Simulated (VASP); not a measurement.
Runs of VASP 6.6.1 on Cd. The structure is that of space group Pm-3m (No. 221), or close to it. The cells are those of the table. 

```csv
cell,gap on the mesh (eV),pressure (GPa)
"a = 2.814 Å, 1 atom",none,3.1
"a = 2.852 Å, 1 atom",none,(a)
"a = 2.733 Å, 1 atom",none,10.6
"a = 2.927 Å, 1 atom",none,-2.7
"a = 2.774 Å, 1 atom",none,6.4
"a = 2.890 Å, 1 atom",none,(b)
```

Alike in all rows: task single point; level LDA; potentials or basis VASP PAW LDA potentials, release 64 (Cd); no spin polarisation; k mesh 12 × 12 × 12; cutoff (eV) 520; smearing fermi-dirac 0.1 eV.

Estimate the missing entries.

(a) 0.6; (b) -1.3.

A k mesh can miss the band edges, and the runs leave out spin-orbit coupling on Cd.

A gap of «none» marks levels without a gap at the run's occupations.
